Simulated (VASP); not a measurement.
# GaN (F-43m) in VASP: a series of runs, part 2 of 2

VASP 6.6.1. Earlier steps stand in the parts before.

### Step 3. Single point, HSE06 (strain +1.5%)

File POSCAR:

```
GaN
1.0
    0.0000000000      2.2826868317      2.2826868317
    2.2826868317      0.0000000000      2.2826868317
    2.2826868317      2.2826868317      0.0000000000
Ga N
1 1
Direct
    0.0000000000      0.0000000000      0.0000000000
    0.2500000000      0.2500000000      0.2500000000
```

File INCAR.step1:

```
SYSTEM = GaN
PREC = Accurate ; ENCUT = 520
EDIFF = 1E-5 ; ISMEAR = 0
SIGMA = 0.01 ; LREAL = .FALSE.
LASPH = .TRUE. ; NELM = 100
ALGO = Normal ; ISIF = 2
LWAVE = .TRUE. ; LCHARG = .FALSE.
NBANDS = 16 ; GGA = PE
```

File INCAR.step2:

```
SYSTEM = GaN
PREC = Accurate ; ENCUT = 520
EDIFF = 1E-6 ; ISMEAR = 0
SIGMA = 0.01 ; LREAL = .FALSE.
LASPH = .TRUE. ; NELM = 100
ALGO = Normal ; ISIF = 2
LWAVE = .FALSE. ; LCHARG = .FALSE.
GGA = PE ; LHFCALC = .TRUE.
HFSCREEN = 0.2079 ; PRECFOCK = Normal
NBANDS = 16 ; ISTART = 1
```

File KPOINTS:

```
Automatic mesh
0
G
  6 6 6
  0 0 0
```

Potentials or basis: VASP PAW PBE potentials, release 64 (Ga_d, N).

Command:

```sh
$ cat potpaw_PBE.64/Ga_d/POTCAR potpaw_PBE.64/N/POTCAR > POTCAR
$ cp INCAR.step1 INCAR
$ mpirun -np 1 vasp_std > vasp.out
$ cp INCAR.step2 INCAR
$ mpirun -np 1 vasp_std > vasp.out
```

OUTCAR:

```text
SYSTEM = GaN
   PREC = Accurate
   ENCUT = 520
   EDIFF = 1E-6
   ISMEAR = 0
   LREAL = .FALSE.
   LASPH = .TRUE.
   NELM = 100
   ISIF = 2
   GGA = PE
   LHFCALC = .TRUE.
   HFSCREEN = 0.2079
   PRECFOCK = Normal
   ISTART = 1

 ion  position               nearest neighbor table
   1  0.000  0.000  0.000-   2 1.98   2 1.98   2 1.98   2 1.98
   2  0.250  0.250  0.250-   1 1.98   1 1.98   1 1.98   1 1.98

  LATTYP: Found a face centered cubic cell.
 ALAT       =     4.5653736634

  Lattice vectors:

 A1 = (   0.0000000000,   2.2826868317,   2.2826868317)
 A2 = (   2.2826868317,   0.0000000000,   2.2826868317)
 A3 = (   2.2826868317,   2.2826868317,   0.0000000000)

Analysis of symmetry for initial positions (statically):
=====================================================================
 Subroutine PRICEL returns:
 Original cell was already a primitive cell.

 Routine SETGRP: Setting up the symmetry group for a
 face centered cubic supercell.

 Subroutine GETGRP returns: Found 24 space group operations
 (whereof 24 operations were pure point group operations)
 out of a pool of 48 trial point group operations.

The static configuration has the point symmetry T_d .

Analysis of symmetry for dynamics (positions and initial velocities):
=====================================================================
 Subroutine PRICEL returns:
 Original cell was already a primitive cell.

 Routine SETGRP: Setting up the symmetry group for a
 face centered cubic supercell.

 Subroutine GETGRP returns: Found 24 space group operations
 (whereof 24 operations were pure point group operations)
 out of a pool of 48 trial point group operations.

The dynamic configuration has the point symmetry T_d .

 Subroutine INISYM returns: Found 24 space group operations
 (whereof 24 operations are pure point group operations),
 and found     1 'primitive' translations

----------------------------------------------------------------------------------------

                                     Primitive cell

  volume of cell :      23.7886

  direct lattice vectors                    reciprocal lattice vectors
     0.000000000  2.282686832  2.282686832    -0.219040121  0.219040121  0.219040121
     2.282686832  0.000000000  2.282686832     0.219040121 -0.219040121  0.219040121
     2.282686832  2.282686832  0.000000000     0.219040121  0.219040121 -0.219040121

  length of vectors
     3.228206676  3.228206676  3.228206676     0.379388619  0.379388619  0.379388619

  position of ions in fractional coordinates (direct lattice)
     0.000000000  0.000000000  0.000000000
     0.250000000  0.250000000  0.250000000

  ion indices of the primitive-cell ions
   primitive index   ion index
                 1           1
                 2           2

----------------------------------------------------------------------------------------

 KPOINTS: Automatic mesh

Automatic generation of k-mesh.
 Grid dimensions read from file:
 generate k-points for:    6    6    6

 Generating k-lattice:

  Cartesian coordinates                     Fractional coordinates (reciprocal lattice)
[... 20 lines left out ...]
  0.500000  0.000000  0.000000      4.000000
  0.166667  0.166667  0.000000      6.000000
  0.333333  0.166667  0.000000     24.000000
[... 8 lines left out ...]
 -0.333333  0.333333  0.166667     24.000000
 -0.333333  0.500000  0.166667     12.000000
   k-points           NKPTS =     16   k-points in BZ     NKDIM =    216   number of bands    NBANDS=     16
   number of dos      NEDOS =    301   number of ions     NIONS =      2
   total plane-waves  NPLWV =  13824
   dimension x,y,z NGX =    24 NGY =   24 NGZ =   24
   dimension x,y,z NGXF=    48 NGYF=   48 NGZF=   48
   ions per type =               1   1
   NGX,Y,Z   is equivalent  to a cutoff of  12.36, 12.36, 12.36 a.u.
   NGXF,Y,Z  is equivalent  to a cutoff of  24.72, 24.72, 24.72 a.u.
 SYSTEM =  GaN
   PREC   = accura    normal or accurate (medium, high low for compatibility)
   ISTART =      1    job   : 0-new  1-cont  2-samecut
   ICHARG =      0    charge: 1-file 2-atom 10-const
   ISPIN  =      1    spin polarized calculation?
   LNONCOLLINEAR =      F non collinear calculations
   LSORBIT =      F    spin-orbit coupling
   LASPH  =      T    aspherical Exc in radial PAW
   ENCUT  =  520.0 eV  38.22 Ry    6.18 a.u.   6.00  6.00  6.00*2*pi/ulx,y,z
   NELM   =    100;   NELMIN=  2; NELMDL=  0     # of ELM steps
   EDIFF  = 0.1E-05   stopping-criterion for ELM
   LREAL  =      F    real-space projection
   EDIFFG = 0.1E-04   stopping-criterion for IOM
   NSW    =      0    number of steps for IOM
   IBRION =     -1    ionic relax: 0-MD 1-quasi-New 2-CG
   NFREE  =      0    steps in history (QN), initial steepest desc. (CG)
   ISIF   =      2    stress and relaxation
   ISYM   =      3    0-nonsym 1-usesym 2-fastsym
   POTIM  = 0.5000    time-step for ionic-motion
   TEBEG  =    0.0;   TEEND  =   0.0 temperature during run
   PSTRESS=    0.0 pullay stress
   NELECT =      18.0000    total number of electrons
   NUPDOWN=      -1.0000    fix difference up-down
   EMIN   =  10.00;   EMAX   =-10.00  energy-range for DOS
   EFERMI =   0.00;   METHOD = LEGACY
   ISMEAR =     0;   SIGMA  =   0.01  broadening in eV -4-tet -1-fermi 0-gaus
   EFERMI_NEDOS =   21; number of points for ismear=-14 and -15
   IALGO  =     38    algorithm
   IMIX   =      1    mixing-type and parameters
     AMIX     =   0.40;   BMIX     =  1.00
     AMIX_MAG =   1.60;   BMIX_MAG =  1.00
  volume/ion in A,a.u.               =      11.89        80.27
  Fermi-wavevector in a.u.,A,eV,Ry     =   1.491796  2.819085 30.279143  2.225454
  Thomas-Fermi vector in A             =   2.604405
   LORBIT       =      0    0 simple, 1 ext, 2 COOP (PROOUT), +10 PAW based schemes
   GGA     = PE    functional components
   LHFCALC =     T    Hartree Fock is set to
   PRECFOCK=normal    Normal, Fast or Accurate (Low or Medium for compatibility)
   ENCUT4O =  -1.0   cutoff for four orbital integrals eV
   NKREDX  =     1    reduce k-point grid by
   NKREDY  =     1    reduce k-point grid by
   NKREDZ  =     1    reduce k-point grid by
   AEXX    =    0.2500 exact exchange contribution
   HFSCREEN=    0.2079 screening length (either q_TF or 0.3 A-1)
   HFSCREENC=   0.2079 screening length for correlation (either q_TF or 0.3 A-1)
   ENCUTFOCK=  -1.0 apply spherical cutoff to Coloumb kernel
   IVDW    =     0    specifies the selected vdW correction
   LEPSILON=     F    determine dielectric tensor
   LRPA    =     F    only Hartree local field effects (RPA)
 non-spin polarized calculation
 Gauss-broadening in eV      SIGMA  =   0.01
  energy-cutoff  :      520.00
  volume of cell :       23.79
 maximum number of plane-waves:       650
  NGX = 20; NGY = 20; NGZ = 20

 number of electron      17.9999983 magnetization

 Free energy of the ion-electron system (eV)
  ---------------------------------------------------
  ext. energy  EPLUGINS =         0.00000000
  ---------------------------------------------------
  free energy    TOTEN  =       -14.71103842 eV

  energy without entropy =      -14.71103842  energy(sigma->0) =      -14.71103842

 E-fermi :   4.1540     XC(G=0):  -9.4043

 val. band max:        4.0699091316   @ k =   0.0000   0.0000   0.0000
 cond. band min:       6.7572058264   @ k =   0.0000   0.0000   0.0000
 fundamental gap:      2.6872966948
 Fermi energy:         4.1539574023

 k-point     1 :       0.0000    0.0000    0.0000
  band No.  band energies     occupation
      1     -13.0442      2.00000
      2     -11.5107      2.00000
      3     -11.5107      2.00000
      4     -11.5107      2.00000
      5     -11.2302      2.00000
      6     -11.2302      2.00000
[... 281 lines left out ...]
      3     -11.3429      2.00000
      4     -11.2498      2.00000
      5     -11.1981      2.00000
      6      -8.8131      2.00000
[... 8 lines left out ...]
     15      26.0625      0.00000
     16      28.4818      0.00000

------------------------ aborting loop because EDIFF is reached ----------------------------------------

  FORCE on cell =-STRESS in cart. coord.  units (eV):
  Direction    XX          YY          ZZ          XY          YZ          ZX
  --------------------------------------------------------------------------------------
  -------------------------------------------------------------------------------------
  Total       -1.1969083     -1.1969083     -1.1969083      0.0000000      0.0000000      0.0000000
  in kB      -80.6125153    -80.6125153    -80.6125153      0.0000000      0.0000000      0.0000000
  external PRESSURE =     -80.6125153 kB  Pullay stress =       0.0000000 kB

 VOLUME and BASIS-vectors are now :
 -----------------------------------------------------------------------------
  energy-cutoff  :      520.00
  volume of cell :       23.79
      direct lattice vectors                 reciprocal lattice vectors
     0.000000000  2.282686832  2.282686832    -0.219040121  0.219040121  0.219040121
     2.282686832  0.000000000  2.282686832     0.219040121 -0.219040121  0.219040121
     2.282686832  2.282686832  0.000000000     0.219040121  0.219040121 -0.219040121

 POSITION                                       TOTAL-FORCE (eV/Angst)
 -----------------------------------------------------------------------------------
      0.00000      0.00000      0.00000         0.000000      0.000000      0.000000
      1.14134      1.14134      1.14134        -0.000000     -0.000000     -0.000000
 -----------------------------------------------------------------------------------
    total drift:                               -0.000018     -0.000019     -0.000015

  FREE ENERGIE OF THE ION-ELECTRON SYSTEM (eV)
  ---------------------------------------------------
  free  energy   TOTEN  =       -14.7110384202 eV

  energy  without entropy=      -14.7110384202  energy(sigma->0) =      -14.71103842
```

It took 33 min on 1 thread of Intel Xeon Platinum 8259CL at 2.50GHz (Skylake/Cascade Lake), shared host; peak memory 0.25 GiB.

What came out:

- Free energy: -14.7110 eV
- Pressure: -8.1 GPa
- Band gap on the k mesh: 2.69 eV

Caveat: the cell differs from its parent crystal (strain +1.5%); the cell stands under tension; the structure was generated, so it needn't be the stable form of GaN; the PAW data sets were made with another functional, which shifts forces and pressure a little.
